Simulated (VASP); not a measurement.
# BN (P6_3mc) in VASP: further runs

BN is run at these levels: r2SCAN; tasks: relaxation of the atoms, single point.

All numbers are computed with VASP 6.6.1; they aren't measurements. Logs are shortened: lines on timing, memory, paths and dates and some standing lists are left out, and cuts for length are marked.

**1. The cell of the first run**

It takes space group P6_3mc (No. 186, hexagonal). The conventional cell has a = 2.505 Å, b = 2.505 Å, c = 4.214 Å, α = 90.00°, β = 90.00°, γ = 120.00°. Within 2.1 Å of B (site symmetry 3m) lie 4 N at 1.54 to 1.58 Å. Within 2.1 Å of N (site symmetry 3m) lie 4 B at 1.54 to 1.58 Å.

**2. Relaxation of the atoms, r2SCAN (strained cell)**

POSCAR

```
BN
1.0
    2.5051775940      0.0000000000      0.0000000000
   -1.2525887970      2.1695474374      0.0000000000
    0.0000000000      0.0000000000      4.2138415940
B N
2 2
Direct
    0.3333333333      0.6666666667     -0.0001657249
    0.6666666667      0.3333333333      0.4998342751
    0.3333333333      0.6666666667      0.3741657249
    0.6666666667      0.3333333333      0.8741657249
```

INCAR.step1

```
PREC = Accurate
ENCUT = 520
ISMEAR = 0
SIGMA = 0.02
LREAL = F
LASPH = T
NELM = 100
GGA = PE
ALGO = Normal
EDIFF = 1E-4
LWAVE = T
LCHARG = F
```

INCAR.step2

```
PREC = Accurate
ENCUT = 520
EDIFF = 1E-6
ISMEAR = 0
SIGMA = 0.02
LREAL = F
LASPH = T
NELM = 100
ALGO = Normal
ISIF = 2
LWAVE = F
LCHARG = F
METAGGA = R2SCAN
LMIXTAU = T
IBRION = 2
NSW = 60
EDIFFG = -0.002
ISTART = 1
```

KPOINTS

```
regular mesh
0
Gamma
  9 9 6
```

Potentials or basis: VASP PAW PBE potentials, release 64 (B, N).

Started as:

```sh
cat potpaw_PBE.64/B/POTCAR potpaw_PBE.64/N/POTCAR > POTCAR
cp INCAR.step1 INCAR
mpirun -np 1 vasp_std > vasp.out
cp INCAR.step2 INCAR
mpirun -np 1 vasp_std > vasp.out
```

OUTCAR:

```text
PREC = Accurate
   ENCUT = 520
   EDIFF = 1E-6
   ISMEAR = 0
   LREAL = F
   LASPH = T
   NELM = 100
   ISIF = 2
   METAGGA = R2SCAN
   IBRION = 2
   NSW = 60
   EDIFFG = -0.002
   ISTART = 1

 ion  position               nearest neighbor table
   1  0.333  0.667  1.000-   4 1.54   4 1.54   4 1.54   3 1.58
   2  0.667  0.333  0.500-   3 1.54   3 1.54   3 1.54   4 1.58
   3  0.333  0.667  0.374-   2 1.54   2 1.54   2 1.54   1 1.58
   4  0.667  0.333  0.874-   1 1.54   1 1.54   1 1.54   2 1.58

  LATTYP: Found a hexagonal cell.
 ALAT       =     2.5051775940
 C/A-ratio  =     1.6820530425

  Lattice vectors:

 A1 = (   2.5051775940,   0.0000000000,   0.0000000000)
 A2 = (  -1.2525887970,   2.1695474374,   0.0000000000)
 A3 = (   0.0000000000,   0.0000000000,   4.2138415940)

Analysis of symmetry for initial positions (statically):
=====================================================================
 Subroutine PRICEL returns:
 Original cell was already a primitive cell.

 Routine SETGRP: Setting up the symmetry group for a
 hexagonal supercell.

 Subroutine GETGRP returns: Found 12 space group operations
 (whereof  6 operations were pure point group operations)
 out of a pool of 24 trial point group operations.

The static configuration has the point symmetry C_3v.
 The point group associated with its full space group is C_6v.

Analysis of symmetry for dynamics (positions and initial velocities):
=====================================================================
 Subroutine PRICEL returns:
 Original cell was already a primitive cell.

 Routine SETGRP: Setting up the symmetry group for a
 hexagonal supercell.

 Subroutine GETGRP returns: Found 12 space group operations
 (whereof  6 operations were pure point group operations)
 out of a pool of 24 trial point group operations.

The dynamic configuration has the point symmetry C_3v.
 The point group associated with its full space group is C_6v.

 Subroutine INISYM returns: Found 12 space group operations
 (whereof  6 operations are pure point group operations),
 and found     1 'primitive' translations

----------------------------------------------------------------------------------------

                                     Primitive cell

  volume of cell :      22.9027

  direct lattice vectors                    reciprocal lattice vectors
     2.505177594  0.000000000  0.000000000     0.399173297  0.230462811  0.000000000
    -1.252588797  2.169547437  0.000000000     0.000000000  0.460925621  0.000000000
     0.000000000  0.000000000  4.213841594     0.000000000  0.000000000  0.237313145

  length of vectors
[... 111 lines left out ...]
   METAGGA = R2SCAN    functional components
   LHFCALC =     F    Hartree Fock is set to
   AEXX    =    0.0000 exact exchange contribution
   IVDW    =     0    specifies the selected vdW correction
   LEPSILON=     F    determine dielectric tensor
   LRPA    =     F    only Hartree local field effects (RPA)
 conjugate gradient relaxation of ions
 non-spin polarized calculation
 Gauss-broadening in eV      SIGMA  =   0.02
  energy-cutoff  :      520.00
  volume of cell :       22.90
 maximum number of plane-waves:       640
 NGX is ok and might be reduce to    20
   NGX =  9   NGY =  9   NGZ = 15

--------------------------------------- Ionic step        1  -------------------------------------------

 number of electron      15.9999997 magnetization

 Free energy of the ion-electron system (eV)
  ---------------------------------------------------
  ext. energy  EPLUGINS =         0.00000000
  ---------------------------------------------------
  free energy    TOTEN  =       -38.22011952 eV

  energy without entropy =      -38.22011952  energy(sigma->0) =      -38.22011952

------------------------ aborting loop because EDIFF is reached ----------------------------------------

  FORCE on cell =-STRESS in cart. coord.  units (eV):
  Direction    XX          YY          ZZ          XY          YZ          ZX
  --------------------------------------------------------------------------------------
  -------------------------------------------------------------------------------------
  Total        2.7712069      2.7712069      0.2066122      0.0000000      0.0000000      0.0000000
  in kB      193.8624355    193.8624355     14.4537520      0.0000000      0.0000000      0.0000000
  external PRESSURE =     134.0595410 kB  Pullay stress =       0.0000000 kB
[... 63 lines left out ...]
--------------------------------------- Ionic step        3  -------------------------------------------

 number of electron      15.9999997 magnetization

 Free energy of the ion-electron system (eV)
  ---------------------------------------------------
  ext. energy  EPLUGINS =         0.00000000
  ---------------------------------------------------
  free energy    TOTEN  =       -38.22012650 eV

  energy without entropy =      -38.22012650  energy(sigma->0) =      -38.22012650

 E-fermi :   8.0008     XC(G=0): -13.8028

 val. band max:        7.8251401902   @ k =   0.0000   0.0000   0.0000
 cond. band min:      13.4085526096   @ k =   0.3333   0.3333   0.0000
 fundamental gap:      5.5834124194
 Fermi energy:         8.0007752614

 k-point     1 :       0.0000    0.0000    0.0000
  band No.  band energies     occupation
      1     -14.0466      2.00000
      2      -9.8218      2.00000
      3      -3.8608      2.00000
      4       5.6743      2.00000
      5       5.6743      2.00000
      6       7.4446      2.00000
      7       7.8251      2.00000
      8       7.8251      2.00000
      9      16.7382      0.00000
     10      17.1704      0.00000
     11      17.1704      0.00000
     12      18.7649      0.00000
[... 331 lines left out ...]
 k-point    24 :       0.3333    0.3333    0.1667
  band No.  band energies     occupation
      1      -8.3487      2.00000
      2      -8.3487      2.00000
      3      -1.8305      2.00000
      4      -0.5452      2.00000
      5      -0.5452      2.00000
      6       1.4313      2.00000
      7       2.8338      2.00000
      8       2.8338      2.00000
      9      14.1683      0.00000
     10      20.5876      0.00000
     11      20.5876      0.00000
     12      22.5830      0.00000

 [... further k-points ...]

------------------------ aborting loop because EDIFF is reached ----------------------------------------

  FORCE on cell =-STRESS in cart. coord.  units (eV):
  Direction    XX          YY          ZZ          XY          YZ          ZX
  --------------------------------------------------------------------------------------
  -------------------------------------------------------------------------------------
  Total        2.7699919      2.7699919      0.2052601      0.0000000      0.0000000      0.0000000
  in kB      193.7774373    193.7774373     14.3591636      0.0000000      0.0000000      0.0000000
  external PRESSURE =     133.9713461 kB  Pullay stress =       0.0000000 kB
[... 19 lines left out ...]
  FREE ENERGIE OF THE ION-ELECTRON SYSTEM (eV)
  ---------------------------------------------------
  free  energy   TOTEN  =       -38.2201264952 eV

  energy  without entropy=      -38.2201264952  energy(sigma->0) =      -38.22012650

 reached required accuracy - stopping structural energy minimisation
```

OSZICAR.step1:

```text
N       E                     dE             d eps       ncg     rms          rms(c)
DAV:   1     0.496447548470E+02    0.49645E+02   -0.88182E+03  1160   0.130E+03
DAV:   2    -0.343293206389E+02   -0.83974E+02   -0.77856E+02  1656   0.273E+02
DAV:   3    -0.368012424106E+02   -0.24719E+01   -0.24629E+01  1528   0.472E+01
DAV:   4    -0.368151440468E+02   -0.13902E-01   -0.13892E-01  1432   0.356E+00
DAV:   5    -0.368153023404E+02   -0.15829E-03   -0.15826E-03  1480   0.351E-01    0.975E+00
DAV:   6    -0.349627137358E+02    0.18526E+01   -0.47424E+00  1416   0.183E+01    0.474E+00
DAV:   7    -0.347984233581E+02    0.16429E+00   -0.26383E-01  1384   0.505E+00    0.278E+00
DAV:   8    -0.347668224538E+02    0.31601E-01   -0.75392E-02  1268   0.262E+00    0.230E-01
DAV:   9    -0.347660318242E+02    0.79063E-03   -0.23295E-03  1492   0.518E-01    0.132E-01
DAV:  10    -0.347662596778E+02   -0.22785E-03   -0.36506E-04  1328   0.196E-01    0.255E-02
DAV:  11    -0.347662633371E+02   -0.36593E-05   -0.45377E-05   756   0.644E-02
   1 F= -.34766263E+02 E0= -.34766263E+02  d E =-.495159E-31
```

It took 2.2 min on 1 thread of AMD EPYC 7R43 (Zen 3), shared host; peak memory 0.1 GiB.

What came out:

| Quantity | Value |
| --- | --- |
| Free energy | -38.2201 eV |
| Energy gained by relaxing | 0.0 meV/atom |
| Ionic steps | 3 |
| Pressure after relaxing | 13.4 GPa |
| Band gap on the k mesh | 5.58 eV (least direct gap 8.91 eV) |

Final structure:
```
B N
1.0
     2.50518    0.00000    0.00000
    -1.25259    2.16955    0.00000
     0.00000    0.00000    4.21384
B N
2 2
Direct
  0.33333 0.66667 0.99990
  0.66667 0.33333 0.49990
  0.33333 0.66667 0.37410
  0.66667 0.33333 0.87410
```

Caveat: the cell differs from its parent crystal (strained cell); the PAW data sets were made with another functional, which shifts forces and pressure a little.

**3. Relaxation of the atoms, r2SCAN (strained cell)**

POSCAR

```
BN
1.0
    2.5051775940      0.0000000000      0.0000000000
   -1.2525887970      2.1695474374      0.0000000000
    0.0000000000      0.0000000000      4.2447116791
B N
2 2
Direct
    0.3333333333      0.6666666667     -0.0003036371
    0.6666666667      0.3333333333      0.4996963629
    0.3333333333      0.6666666667      0.3743036371
    0.6666666667      0.3333333333      0.8743036371
```

INCAR.step1

```
SYSTEM = BN
ALGO     = Normal         ! electronic algorithm
EDIFF    = 1E-4           ! SCF threshold, eV
ENCUT    = 520            ! plane-wave cutoff, eV
GGA      = PE             ! functional
ISMEAR   = 0              ! smearing method
LASPH    = .True.         ! aspherical terms in the spheres
LCHARG   = .False.        ! write CHGCAR
LREAL    = .False.        ! projectors in reciprocal space
LWAVE    = .True.         ! write WAVECAR
NELM     = 80             ! most SCF steps
PREC     = Accurate       ! precision mode
SIGMA    = 0.02           ! smearing width, eV
```

INCAR.step2

```
SYSTEM = BN
ALGO     = Normal         ! electronic algorithm
EDIFF    = 1E-6           ! SCF threshold, eV
EDIFFG   = -0.002         ! ionic threshold
ENCUT    = 520            ! plane-wave cutoff, eV
IBRION   = 2              ! ionic algorithm
ISIF     = 2              ! what is computed and relaxed
ISMEAR   = 0              ! smearing method
ISTART   = 1            
LASPH    = .True.         ! aspherical terms in the spheres
LCHARG   = .False.        ! write CHGCAR
LMIXTAU  = .True.       
LREAL    = .False.        ! projectors in reciprocal space
LWAVE    = .False.        ! write WAVECAR
METAGGA  = R2SCAN         ! meta-GGA
NELM     = 80             ! most SCF steps
NSW      = 60             ! ionic steps
PREC     = Accurate       ! precision mode
SIGMA    = 0.02           ! smearing width, eV
```

KPOINTS

```
k-points
0
Gamma
  9 9 6
  0 0 0
```

Potentials or basis: VASP PAW PBE potentials, release 64 (B, N).

Started as:

```sh
cat potpaw_PBE.64/B/POTCAR potpaw_PBE.64/N/POTCAR > POTCAR
cp INCAR.step1 INCAR
mpirun -np 1 vasp_std > vasp.out
cp INCAR.step2 INCAR
mpirun -np 1 vasp_std > vasp.out
```

OUTCAR:

```text
SYSTEM = BN
   EDIFF = 1E-6
   EDIFFG = -0.002
   ENCUT = 520
   IBRION = 2
   ISIF = 2
   ISMEAR = 0
   ISTART = 1
   LASPH = .True.
   LREAL = .False.
   METAGGA = R2SCAN
   NELM = 80
   NSW = 60
   PREC = Accurate

 ion  position               nearest neighbor table
   1  0.333  0.667  1.000-   4 1.54   4 1.54   4 1.54   3 1.59
   2  0.667  0.333  0.500-   3 1.54   3 1.54   3 1.54   4 1.59
   3  0.333  0.667  0.374-   2 1.54   2 1.54   2 1.54   1 1.59
   4  0.667  0.333  0.874-   1 1.54   1 1.54   1 1.54   2 1.59

  LATTYP: Found a hexagonal cell.
 ALAT       =     2.5051775940
 C/A-ratio  =     1.6943755562

  Lattice vectors:

 A1 = (   2.5051775940,   0.0000000000,   0.0000000000)
 A2 = (  -1.2525887970,   2.1695474374,   0.0000000000)
 A3 = (   0.0000000000,   0.0000000000,   4.2447116791)

Analysis of symmetry for initial positions (statically):
=====================================================================
 Subroutine PRICEL returns:
 Original cell was already a primitive cell.

 Routine SETGRP: Setting up the symmetry group for a
 hexagonal supercell.

 Subroutine GETGRP returns: Found 12 space group operations
 (whereof  6 operations were pure point group operations)
 out of a pool of 24 trial point group operations.

The static configuration has the point symmetry C_3v.
[... 244 lines left out ...]

 number of electron      15.9999998 magnetization

 Free energy of the ion-electron system (eV)
  ---------------------------------------------------
  ext. energy  EPLUGINS =         0.00000000
  ---------------------------------------------------
  free energy    TOTEN  =       -38.21794506 eV

  energy without entropy =      -38.21794506  energy(sigma->0) =      -38.21794506

 E-fermi :   7.9204     XC(G=0): -13.7641

 val. band max:        7.7363315097   @ k =   0.0000   0.0000   0.0000
 cond. band min:      13.3148107849   @ k =   0.3333   0.3333   0.0000
 fundamental gap:      5.5784792752
 Fermi energy:         7.9203771862

 k-point     1 :       0.0000    0.0000    0.0000
  band No.  band energies     occupation
      1     -14.0532      2.00000
      2      -9.9303      2.00000
      3      -3.8922      2.00000
      4       5.6579      2.00000
      5       5.6579      2.00000
      6       7.3350      2.00000
      7       7.7363      2.00000
      8       7.7363      2.00000
      9      16.3503      0.00000
     10      17.1233      0.00000
     11      17.1233      0.00000
     12      18.7346      0.00000
[... 331 lines left out ...]
 k-point    24 :       0.3333    0.3333    0.1667
  band No.  band energies     occupation
      1      -8.3773      2.00000
      2      -8.3773      2.00000
      3      -1.8455      2.00000
      4      -0.6019      2.00000
      5      -0.6019      2.00000
      6       1.3282      2.00000
      7       2.7781      2.00000
      8       2.7781      2.00000
      9      14.0555      0.00000
     10      20.2732      0.00000
     11      20.2732      0.00000
     12      22.4263      0.00000

 [... further k-points ...]

------------------------ aborting loop because EDIFF is reached ----------------------------------------

  FORCE on cell =-STRESS in cart. coord.  units (eV):
  Direction    XX          YY          ZZ          XY          YZ          ZX
  --------------------------------------------------------------------------------------
  -------------------------------------------------------------------------------------
  Total        2.7071469      2.7071469     -0.9297109     -0.0000000     -0.0000000      0.0000000
  in kB      188.0037647    188.0037647    -64.5658168     -0.0000000     -0.0000000      0.0000000
  external PRESSURE =     103.8139042 kB  Pullay stress =       0.0000000 kB
[... 19 lines left out ...]
  FREE ENERGIE OF THE ION-ELECTRON SYSTEM (eV)
  ---------------------------------------------------
  free  energy   TOTEN  =       -38.2179450595 eV

  energy  without entropy=      -38.2179450595  energy(sigma->0) =      -38.21794506

 reached required accuracy - stopping structural energy minimisation
```

OUTCAR.step1:

```text
SYSTEM = BN
   EDIFF = 1E-4
   ENCUT = 520
   GGA = PE
   ISMEAR = 0
   LASPH = .True.
   LREAL = .False.
   NELM = 80
[... 590 lines left out ...]
      1.25259      0.72318      2.12107        -0.000000      0.000000      0.060486
     -0.00000      1.44636      1.58881        -0.000000      0.000000     -0.060486
      1.25259      0.72318      3.71117         0.000000     -0.000000     -0.060486
 -----------------------------------------------------------------------------------
    total drift:                               -0.000000      0.000000      0.000895

  FREE ENERGIE OF THE ION-ELECTRON SYSTEM (eV)
  ---------------------------------------------------
  free  energy   TOTEN  =       -34.7679981888 eV

  energy  without entropy=      -34.7679981888  energy(sigma->0) =      -34.76799819
```

Wall time 2 min (1 thread of AMD EPYC 7R43 (Zen 3), shared host); peak memory 0.1 GiB.

What came out:

- Free energy: -38.2179 eV
- Energy gained by relaxing: 0.0 meV/atom
- Ionic steps: 3
- Pressure after relaxing: 10.4 GPa
- Band gap on the k mesh: 5.58 eV (least direct gap 8.61 eV)

Stress tensor (GPa, compression positive):
```
18.80  0.00  0.00
 0.00 18.80  0.00
 0.00  0.00 -6.46
```

Final structure:
```yaml
crystal:
  lattice:
    - [2.50518, 0.00000, 0.00000]
    - [-1.25259, 2.16955, 0.00000]
    - [0.00000, 0.00000, 4.24471]
  atoms:
    - { symbol: B, position: [0.33333, 0.66667, 0.99981] }
    - { symbol: B, position: [0.66667, 0.33333, 0.49981] }
    - { symbol: N, position: [0.33333, 0.66667, 0.37419] }
    - { symbol: N, position: [0.66667, 0.33333, 0.87419] }
```

Caveat: the cell differs from its parent crystal (strained cell); the PAW data sets were made with another functional, which shifts forces and pressure a little. A k mesh can miss the band edges.

(Part 1 of 2 ends here.)
